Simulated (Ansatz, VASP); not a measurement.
# Mg3ZrN2 in VASP and in Ansatz

```xyz
6
Lattice="4.1058 0.0000 0.0000 0.0000 4.1058 0.0000 0.0000 0.0000 6.7573" Properties=species:S:1:pos:R:3 pbc="T T T"
Mg    2.0529    2.0529    0.0000
Mg    0.0000    0.0000    0.0000
Mg    2.0529    2.0529    3.3786
Zr    0.0000    0.0000    3.3786
N     0.0000    2.0529    2.7848
N     2.0529    0.0000    3.9725
```

Change from the starting cell: species swapped into the Li3MnAs2 type (P-4m2, No. 115).

Alike in both runs: functional PBE; k mesh 4 × 4 × 3; occupations gaussian, width 0.2 eV; no spin polarisation.

Ansatz relaxed the structure, and its values are those at the end. VASP's run is a single point on that final structure, the one shown.

|  | VASP | Ansatz |
| --- | --- | --- |
| version | VASP 6.6.1 | Ansatz 0.2.0 |
| potentials or method | VASP PAW PBE potentials, release 64 (Mg, Zr_sv, N), cutoff 600 eV | scalar-relativistic, plane waves, PAW |
| valence electrons in the cell | 28 | 52 |

VASP gave:

```
gap on the k mesh at the Fermi level (eV) : none
pressure (GPa)                            : 0.0
rms of the force components (eV/Å)        : 0.019
```

Question: Which values does Ansatz return?

Answer: gap on the k mesh at the Fermi level (eV): none; pressure (GPa): 0.1; rms of the force components (eV/Å): 0.021.

A gap of «none» marks a metal or a gap that the smearing closes. VASP's potentials hold 28 valence electrons a cell and Ansatz's 52, so a difference there can come from the potentials and not from the codes.

The k mesh is coarse, so the values compare programs but aren't converged.
